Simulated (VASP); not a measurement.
# Mo (P6/mmm) in VASP: notebook

Runs on Mo. Level: RPBE. Tasks: single point.

Program: VASP 6.6.1. These are calculated values, not measurements. Logs are shortened: lines on timing, memory, paths and dates and some standing lists are left out, and cuts for length are marked.

## 1. The cell of the first run

The structure is hexagonal, space group P6/mmm (No. 191). The conventional cell has a = 4.691 Å, b = 4.691 Å, c = 2.575 Å, α = 90.00°, β = 90.00°, γ = 120.00°. Within 3.4 Å of Mo (site symmetry 6/mmm) lie 14 Mo at 2.58 to 3.00 Å. Mo (site symmetry -6m2) has 11 Mo at 2.58 to 3.00 Å within 3.4 Å.

This isn't the form of Mo at room conditions, which is bcc.

## 2. Single point, RPBE (16.36 Å³/atom)

The input, INCAR:

```
SYSTEM = Mo
PREC = Accurate
ENCUT = 520
EDIFF = 1E-7
ISMEAR = -1
SIGMA = 0.1
LREAL = .False.
LASPH = .True.
NELM = 60
ALGO = Normal
ISIF = 2
LWAVE = .False.
LCHARG = .False.
GGA = RP
NBANDS = 28
```

The input, KPOINTS:

```
regular mesh
0
Gamma
  9 9 14
  0 0 0
```

The input, POSCAR:

```
Mo
1.0
    4.6906993487      0.0000000000      0.0000000000
   -2.3453496744      4.0622647975      0.0000000000
    0.0000000000      0.0000000000      2.5752274974
Mo
3
Direct
    0.0000000000      1.0000000000      0.0000000000
    0.3333333333      0.6666666667      0.5000000000
    0.6666666667      0.3333333333      0.5000000000
```

Potentials or basis: VASP PAW PBE potentials, release 64 (Mo_sv).

Run with:

```sh
$ cat potpaw_PBE.64/Mo_sv/POTCAR > POTCAR
$ mpirun -np 1 vasp_std > vasp.out
```

OUTCAR:

```text
SYSTEM = Mo
   PREC = Accurate
   ENCUT = 520
   EDIFF = 1E-7
   ISMEAR = -1
   LREAL = .False.
   LASPH = .True.
   NELM = 60
   ISIF = 2
   GGA = RP

 ion  position               nearest neighbor table
   1  0.000  0.000  0.000-   2 3.00   3 3.00   2 3.00   3 3.00   3 3.00   3 3.00   2 3.00   2 3.00
                             3 3.00   3 3.00   2 3.00   2 3.00
   2  0.333  0.667  0.500-   3 2.71   3 2.71   3 2.71   1 3.00   1 3.00   1 3.00   1 3.00   1 3.00
                             1 3.00
   3  0.667  0.333  0.500-   2 2.71   2 2.71   2 2.71   1 3.00   1 3.00   1 3.00   1 3.00   1 3.00
                             1 3.00

  LATTYP: Found a hexagonal cell.
 ALAT       =     4.6906993487
 C/A-ratio  =     0.5490071535

  Lattice vectors:

 A1 = (   4.6906993487,   0.0000000000,   0.0000000000)
 A2 = (  -2.3453496744,   4.0622647975,   0.0000000000)
 A3 = (   0.0000000000,   0.0000000000,   2.5752274974)

Analysis of symmetry for initial positions (statically):
=====================================================================
 Subroutine PRICEL returns:
 Original cell was already a primitive cell.

 Routine SETGRP: Setting up the symmetry group for a
 hexagonal supercell.

 Subroutine GETGRP returns: Found 24 space group operations
 (whereof 24 operations were pure point group operations)
 out of a pool of 24 trial point group operations.

The static configuration has the point symmetry D_6h.

Analysis of symmetry for dynamics (positions and initial velocities):
=====================================================================
 Subroutine PRICEL returns:
 Original cell was already a primitive cell.

 Routine SETGRP: Setting up the symmetry group for a
 hexagonal supercell.

 Subroutine GETGRP returns: Found 24 space group operations
 (whereof 24 operations were pure point group operations)
 out of a pool of 24 trial point group operations.

The dynamic configuration has the point symmetry D_6h.

 Subroutine INISYM returns: Found 24 space group operations
 (whereof 24 operations are pure point group operations),
 and found     1 'primitive' translations

----------------------------------------------------------------------------------------

                                     Primitive cell

  volume of cell :      49.0706

  direct lattice vectors                    reciprocal lattice vectors
     4.690699349  0.000000000  0.000000000     0.213187827  0.123084049  0.000000000
    -2.345349674  4.062264798  0.000000000     0.000000000  0.246168098  0.000000000
     0.000000000  0.000000000  2.575227497     0.000000000  0.000000000  0.388315207

  length of vectors
     4.690699349  4.690699349  2.575227497     0.246168098  0.246168098  0.388315207

  position of ions in fractional coordinates (direct lattice)
     0.000000000  0.000000000  0.000000000
     0.333333333  0.666666667  0.500000000
     0.666666667  0.333333333  0.500000000

  ion indices of the primitive-cell ions
   primitive index   ion index
                 1           1
                 2           2
                 3           3

----------------------------------------------------------------------------------------

 KPOINTS: regular mesh

Automatic generation of k-mesh.
 Grid dimensions read from file:
 generate k-points for:    9    9   14

 Generating k-lattice:

  Cartesian coordinates                     Fractional coordinates (reciprocal lattice)
     0.023687536  0.013676005  0.000000000     0.111111111 -0.000000000  0.000000000
     0.000000000  0.027352011  0.000000000     0.000000000  0.111111111  0.000000000
     0.000000000  0.000000000  0.027736801     0.000000000  0.000000000  0.071428571

  Length of vectors
     0.027352011  0.027352011  0.027736801

  Shift w.r.t. Gamma in fractional coordinates (k-lattice)
     0.000000000  0.000000000  0.000000000

 Subroutine IBZKPT returns following result:
 ===========================================

 Found     96 irreducible k-points:

 Following reciprocal coordinates:
            Coordinates               Weight
  0.000000  0.000000  0.000000      1.000000
  0.111111  0.000000  0.000000      6.000000
  0.222222 -0.000000  0.000000      6.000000
  0.333333  0.000000  0.000000      6.000000
  0.444444 -0.000000  0.000000      6.000000
  0.111111  0.111111  0.000000      6.000000
[... 16 lines left out ...]
  0.333333  0.222222  0.071429     24.000000
  0.333333  0.333333  0.071429      4.000000
 [... further k-points ...]
   k-points           NKPTS =     96   k-points in BZ     NKDIM =     96   number of bands    NBANDS=     28
   number of dos      NEDOS =    301   number of ions     NIONS =      3
   total plane-waves  NPLWV =  25920
   dimension x,y,z NGX =    36 NGY =   36 NGZ =   20
   dimension x,y,z NGXF=    72 NGYF=   72 NGZF=   40
   ions per type =               3
   NGX,Y,Z   is equivalent  to a cutoff of  12.76, 12.76, 12.91 a.u.
   NGXF,Y,Z  is equivalent  to a cutoff of  25.52, 25.52, 25.82 a.u.
 SYSTEM =  Mo
   PREC   = accura    normal or accurate (medium, high low for compatibility)
   ISTART =      0    job   : 0-new  1-cont  2-samecut
   ICHARG =      2    charge: 1-file 2-atom 10-const
   ISPIN  =      1    spin polarized calculation?
   LNONCOLLINEAR =      F non collinear calculations
   LSORBIT =      F    spin-orbit coupling
   LASPH  =      T    aspherical Exc in radial PAW
   ENCUT  =  520.0 eV  38.22 Ry    6.18 a.u.   8.72  8.72  4.79*2*pi/ulx,y,z
   NELM   =     60;   NELMIN=  2; NELMDL= -5     # of ELM steps
   EDIFF  = 0.1E-06   stopping-criterion for ELM
   LREAL  =      F    real-space projection
   EDIFFG = 0.1E-05   stopping-criterion for IOM
   NSW    =      0    number of steps for IOM
   IBRION =     -1    ionic relax: 0-MD 1-quasi-New 2-CG
   NFREE  =      0    steps in history (QN), initial steepest desc. (CG)
   ISIF   =      2    stress and relaxation
   ISYM   =      2    0-nonsym 1-usesym 2-fastsym
   POTIM  = 0.5000    time-step for ionic-motion
   TEBEG  =    0.0;   TEEND  =   0.0 temperature during run
   PSTRESS=    0.0 pullay stress
   NELECT =      42.0000    total number of electrons
   NUPDOWN=      -1.0000    fix difference up-down
   EMIN   =  10.00;   EMAX   =-10.00  energy-range for DOS
   EFERMI =   0.00;   METHOD = LEGACY
   ISMEAR =    -1;   SIGMA  =   0.10  broadening in eV -4-tet -1-fermi 0-gaus
   EFERMI_NEDOS =   21; number of points for ismear=-14 and -15
   IALGO  =     38    algorithm
   IMIX   =      4    mixing-type and parameters
     AMIX     =   0.40;   BMIX     =  1.00
     AMIX_MAG =   1.60;   BMIX_MAG =  1.00
  volume/ion in A,a.u.               =      16.36       110.38
  Fermi-wavevector in a.u.,A,eV,Ry     =   1.554357  2.937309 32.872027  2.416026
  Thomas-Fermi vector in A             =   2.658455
   LORBIT       =      0    0 simple, 1 ext, 2 COOP (PROOUT), +10 PAW based schemes
   GGA     = RP    functional components
   LHFCALC =     F    Hartree Fock is set to
   AEXX    =    0.0000 exact exchange contribution
   IVDW    =     0    specifies the selected vdW correction
   LEPSILON=     F    determine dielectric tensor
   LRPA    =     F    only Hartree local field effects (RPA)
 non-spin polarized calculation
  energy-cutoff  :      520.00
  volume of cell :       49.07
 maximum number of plane-waves:      1344
 NGX is ok and might be reduce to    36
   NGX = 17   NGY = 17   NGZ =  9

 number of electron      42.0000003 magnetization

 Free energy of the ion-electron system (eV)
  ---------------------------------------------------
  ext. energy  EPLUGINS =         0.00000000
  ---------------------------------------------------
  free energy    TOTEN  =       -29.95497275 eV

  energy without entropy =      -29.82611722  energy(sigma->0) =      -29.89054498

 E-fermi :  11.7732     XC(G=0): -13.0358

 val. band max:       11.7656674862   @ k =   0.3333   0.2222   0.3571
 cond. band min:      11.7757436279   @ k =   0.3333   0.1111   0.2857
 fundamental gap:      0.0100761417
 Fermi energy:        11.7731863766

 k-point     1 :       0.0000    0.0000    0.0000
  band No.  band energies     occupation
      1     -49.3063      2.00000
      2     -49.1118      2.00000
      3     -48.9642      2.00000
      4     -23.4734      2.00000
      5     -23.4734      2.00000
      6     -23.4403      2.00000
[... 20 lines left out ...]
     27      15.8882      0.00000
     28      15.8882      0.00000

 k-point     2 :       0.1111    0.0000    0.0000
  band No.  band energies     occupation
      1     -49.3022      2.00000
      2     -49.1111      2.00000
      3     -48.9692      2.00000
      4     -23.5716      2.00000
      5     -23.5509      2.00000
      6     -23.3346      2.00000
[... 20 lines left out ...]
     27      15.6993      0.00000
     28      15.8575      0.00000

 k-point     3 :       0.2222   -0.0000    0.0000
  band No.  band energies     occupation
      1     -49.2915      2.00000
      2     -49.1081      2.00000
      3     -48.9835      2.00000
      4     -23.6667      2.00000
      5     -23.5783      2.00000
      6     -23.2184      2.00000
[... 20 lines left out ...]
     27      15.2147      0.00000
     28      15.7638      0.00000

 k-point     4 :       0.3333    0.0000    0.0000
  band No.  band energies     occupation
      1     -49.2793      2.00000
      2     -49.1009      2.00000
      3     -49.0036      2.00000
      4     -23.7355      2.00000
      5     -23.5321      2.00000
      6     -23.1350      2.00000
[... 578 lines left out ...]
     27      14.8858      0.00000
     28      15.3217      0.00000

 k-point    23 :       0.3333    0.2222    0.0714
  band No.  band energies     occupation
      1     -49.2587      2.00000
      2     -49.0685      2.00000
      3     -49.0264      2.00000
      4     -23.6446      2.00000
      5     -23.5017      2.00000
      6     -23.3529      2.00000
[... 20 lines left out ...]
     27      14.9880      0.00000
     28      15.1843      0.00000

 k-point    24 :       0.3333    0.3333    0.0714
  band No.  band energies     occupation
      1     -49.2572      2.00000
      2     -49.0483      2.00000
      3     -49.0483      2.00000
      4     -23.5543      2.00000
      5     -23.4882      2.00000
      6     -23.4882      2.00000
[... 20 lines left out ...]
     27      14.7023      0.00000
     28      15.2195      0.00000

 [... further k-points ...]

------------------------ aborting loop because EDIFF is reached ----------------------------------------

  FORCE on cell =-STRESS in cart. coord.  units (eV):
  Direction    XX          YY          ZZ          XY          YZ          ZX
  --------------------------------------------------------------------------------------
  -------------------------------------------------------------------------------------
  Total        0.2631601      0.2631601     -0.0765477     -0.0000000      0.0000000      0.0000000
  in kB        8.5922964      8.5922964     -2.4993167     -0.0000000      0.0000000      0.0000000
  external PRESSURE =       4.8950920 kB  Pullay stress =       0.0000000 kB

 VOLUME and BASIS-vectors are now :
 -----------------------------------------------------------------------------
  energy-cutoff  :      520.00
  volume of cell :       49.07
      direct lattice vectors                 reciprocal lattice vectors
     4.690699349  0.000000000  0.000000000     0.213187827  0.123084049  0.000000000
    -2.345349674  4.062264798  0.000000000     0.000000000  0.246168098  0.000000000
     0.000000000  0.000000000  2.575227497     0.000000000  0.000000000  0.388315207

 POSITION                                       TOTAL-FORCE (eV/Angst)
 -----------------------------------------------------------------------------------
      0.00000      0.00000      0.00000         0.000000     -0.000000      0.000000
     -0.00000      2.70818      1.28761         0.000000     -0.000000     -0.000000
      2.34535      1.35409      1.28761        -0.000000      0.000000      0.000000
 -----------------------------------------------------------------------------------
    total drift:                                0.000000      0.000000     -0.000000

  FREE ENERGIE OF THE ION-ELECTRON SYSTEM (eV)
  ---------------------------------------------------
  free  energy   TOTEN  =       -29.9549727463 eV

  energy  without entropy=      -29.8261172223  energy(sigma->0) =      -29.89054498
```

Wall time 63 s (1 thread of Intel Xeon Platinum 8488C (Sapphire Rapids), shared host); peak memory 0.23 GiB.

Results:

```yaml
Free_energy: -29.9550 eV
Pressure: 0.5 GPa
Band_gap_on_the_k_mesh: zero (bands 21 and 22 overlap by 1.33 eV)
```

Levels at points of the mesh, in eV from the Fermi level:
| k point | band 19 | band 20 | band 21 | band 22 | band 23 | band 24 |
| --- | --- | --- | --- | --- | --- | --- |
| (0.00, 0.00, 0.00) | -2.07 | -2.07 | -0.51 | -0.51 | 1.70 | 1.70 |
| (0.00, 0.00, 0.50) | -1.12 | -1.12 | 0.09 | 0.09 | 2.32 | 2.32 |

Caveat: the PAW data sets were made with another functional, which shifts forces and pressure a little.

## 3. Single point, RPBE (17.01 Å³/atom)

This run uses another cell than the first one, of 17.01 Å³/atom.

The input, INCAR:

```
ALGO = Normal
EDIFF = 1E-6
ENCUT = 520
GGA = RP
ISIF = 2
ISMEAR = -1
LASPH = T
LCHARG = T
LELF = T
LREAL = F
LVHAR = T
LWAVE = F
NBANDS = 28
NELM = 60
PREC = Accurate
SIGMA = 0.1
```

The input, KPOINTS:

```
k-points
0
Gamma
  9 9 14
```

The input, POSCAR:

```
Mo
1.0
    4.7524261556      0.0000000000      0.0000000000
   -2.3762130778      4.1157217804      0.0000000000
    0.0000000000      0.0000000000      2.6091159559
Mo
3
Direct
    0.0000000000      1.0000000000      0.0000000000
    0.3333333333      0.6666666667      0.5000000000
    0.6666666667      0.3333333333      0.5000000000
```

Potentials or basis: VASP PAW PBE potentials, release 64 (Mo_sv).

Run with:

```sh
$ cat potpaw_PBE.64/Mo_sv/POTCAR > POTCAR
$ mpirun -np 1 vasp_std > vasp.out
```

OUTCAR:

```text
EDIFF = 1E-6
   ENCUT = 520
   GGA = RP
   ISIF = 2
   ISMEAR = -1
   LASPH = T
   LREAL = F
   NELM = 60
   PREC = Accurate

 ion  position               nearest neighbor table
   1  0.000  0.000  0.000-   2 3.04   3 3.04   2 3.04   3 3.04   3 3.04   3 3.04   2 3.04   2 3.04
                             3 3.04   3 3.04   2 3.04   2 3.04
   2  0.333  0.667  0.500-   3 2.74   3 2.74   3 2.74   1 3.04   1 3.04   1 3.04   1 3.04   1 3.04
                             1 3.04
   3  0.667  0.333  0.500-   2 2.74   2 2.74   2 2.74   1 3.04   1 3.04   1 3.04   1 3.04   1 3.04
                             1 3.04

  LATTYP: Found a hexagonal cell.
 ALAT       =     4.7524261556
 C/A-ratio  =     0.5490071535

  Lattice vectors:

 A1 = (   4.7524261556,   0.0000000000,   0.0000000000)
 A2 = (  -2.3762130778,   4.1157217804,   0.0000000000)
 A3 = (   0.0000000000,   0.0000000000,   2.6091159559)

Analysis of symmetry for initial positions (statically):
=====================================================================
 Subroutine PRICEL returns:
 Original cell was already a primitive cell.

 Routine SETGRP: Setting up the symmetry group for a
[... 168 lines left out ...]
  energy without entropy =      -29.77542141  energy(sigma->0) =      -29.84239703

 E-fermi :  11.1807     XC(G=0): -12.8176

 val. band max:       11.1762577725   @ k =   0.4444   0.1111   0.4286
 cond. band min:      11.1807463941   @ k =   0.1111  -0.0000   0.4286
 fundamental gap:      0.0044886216
 Fermi energy:        11.1806958616

 k-point     1 :       0.0000    0.0000    0.0000
  band No.  band energies     occupation
      1     -49.9110      2.00000
      2     -49.7269      2.00000
      3     -49.5944      2.00000
      4     -24.0363      2.00000
      5     -24.0363      2.00000
      6     -24.0246      2.00000
[... 733 lines left out ...]
     27      13.9694      0.00000
     28      14.4495      0.00000

 [... further k-points ...]

------------------------ aborting loop because EDIFF is reached ----------------------------------------

  FORCE on cell =-STRESS in cart. coord.  units (eV):
  Direction    XX          YY          ZZ          XY          YZ          ZX
  --------------------------------------------------------------------------------------
  -------------------------------------------------------------------------------------
  Total       -2.2570997     -2.2570997     -2.9157149      0.0000000      0.0000000      0.0000000
  in kB      -70.8608815    -70.8608815    -91.5378859      0.0000000      0.0000000      0.0000000
  external PRESSURE =     -77.7532163 kB  Pullay stress =       0.0000000 kB

 VOLUME and BASIS-vectors are now :
 -----------------------------------------------------------------------------
  energy-cutoff  :      520.00
  volume of cell :       51.03
      direct lattice vectors                 reciprocal lattice vectors
     4.752426156  0.000000000  0.000000000     0.210418840  0.121485374  0.000000000
    -2.376213078  4.115721780  0.000000000     0.000000000  0.242970748  0.000000000
     0.000000000  0.000000000  2.609115956     0.000000000  0.000000000  0.383271582

 POSITION                                       TOTAL-FORCE (eV/Angst)
 -----------------------------------------------------------------------------------
      0.00000      0.00000      0.00000        -0.000000      0.000000     -0.000000
     -0.00000      2.74381      1.30456        -0.000000     -0.000000      0.000000
      2.37621      1.37191      1.30456         0.000000      0.000000     -0.000000
 -----------------------------------------------------------------------------------
    total drift:                                0.000000      0.000000     -0.000000

  FREE ENERGIE OF THE ION-ELECTRON SYSTEM (eV)
  ---------------------------------------------------
  free  energy   TOTEN  =       -29.9093726504 eV

  energy  without entropy=      -29.7754214115  energy(sigma->0) =      -29.84239703
```

OSZICAR:

```text
N       E                     dE             d eps       ncg     rms          rms(c)
DAV:   1     0.464608292971E+03    0.46461E+03   -0.25747E+04  5376   0.156E+03
DAV:   2    -0.177562697797E+02   -0.48236E+03   -0.47216E+03  5832   0.486E+02
DAV:   3    -0.314624901672E+02   -0.13706E+02   -0.13147E+02  6796   0.767E+01
DAV:   4    -0.316763909303E+02   -0.21390E+00   -0.21193E+00  5964   0.785E+00
DAV:   5    -0.316787155333E+02   -0.23246E-02   -0.23234E-02  5900   0.877E-01    0.202E+01
DAV:   6    -0.301147944011E+02    0.15639E+01   -0.40156E+00  5572   0.145E+01    0.541E+00
DAV:   7    -0.300756882576E+02    0.39106E-01   -0.18662E+00  6304   0.850E+00    0.305E+00
DAV:   8    -0.299140839720E+02    0.16160E+00   -0.72752E-01  5856   0.489E+00    0.125E+00
DAV:   9    -0.299090683180E+02    0.50157E-02   -0.25763E-02  5936   0.133E+00    0.288E-01
DAV:  10    -0.299093289920E+02   -0.26067E-03   -0.90369E-04  6220   0.262E-01    0.111E-01
DAV:  11    -0.299093681663E+02   -0.39174E-04   -0.52885E-05  6160   0.517E-02    0.392E-02
DAV:  12    -0.299093726744E+02   -0.45082E-05   -0.12942E-05  5584   0.318E-02    0.688E-03
DAV:  13    -0.299093726504E+02    0.24021E-07   -0.74712E-07  2900   0.784E-03
   1 F= -.29909373E+02 E0= -.29842397E+02  d E =-.133951E+00
```

stdout:

```text
POSCAR found type information on POSCAR Mo
 POSCAR found :  1 types and       3 ions
 scaLAPACK will be used
 -----------------------------------------------------------------------------
|                                                                             |
|                                                                             |
|     You enforced a specific xc type in the INCAR file but a different       |
|     I HOPE YOU KNOW WHAT YOU ARE DOING!                                     |
|                                                                             |
 -----------------------------------------------------------------------------

 LDA part: xc-table for (Slater+PW92), standard interpolation
 POSCAR, INCAR and KPOINTS ok, starting setup
 FFT: planning ... GRIDC
 FFT: planning ... GRID_SOFT
 FFT: planning ... GRID
 WAVECAR not read
 entering main loop
```

Run time: 63 s. Hardware: 1 thread of Intel Xeon Platinum 8488C (Sapphire Rapids), shared host; peak memory 0.23 GiB.

What came out:

```yaml
Free_energy: -29.9094 eV
Pressure: -7.8 GPa
Band_gap_on_the_k_mesh: zero (bands 21 and 22 overlap by 1.26 eV)
```

Caveat: the cell stands under tension; the PAW data sets were made with another functional, which shifts forces and pressure a little.

(Continued in part 2 of 2.)
